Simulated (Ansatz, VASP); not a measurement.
**One calculation of GaP, two programs**

```
Ga P
1.0
     0.00000    2.80227    2.80227
     2.80227    0.00000    2.80227
     2.80227    2.80227    0.00000
Ga P
1 1
Direct
  0.00000 0.00000 0.00000
  0.25000 0.25000 0.25000
```

Alike in both runs: task single point; functional PBE; dispersion D3(BJ); k mesh 8 × 8 × 8; occupations gaussian, width 0.02 eV; no spin polarisation.

|  | VASP | Ansatz |
| --- | --- | --- |
| version | VASP 6.6.1 | Ansatz 0.2.0 |
| potentials or method | VASP PAW PBE potentials, release 64 (Ga_d, P), cutoff 500 eV | scalar-relativistic, plane waves, PAW |
| valence electrons in the cell | 18 | 18 |

VASP gave:

| Item | Value |
| --- | --- |
| gap on the k mesh at the Fermi level (eV) | 1.15 |
| least direct gap on the mesh (eV) | 1.15 |
| pressure (GPa) | -6.0 |

Q: Which values does Ansatz return?

A: gap on the k mesh at the Fermi level (eV): 1.15; least direct gap on the mesh (eV): 1.15; pressure (GPa): -5.9.
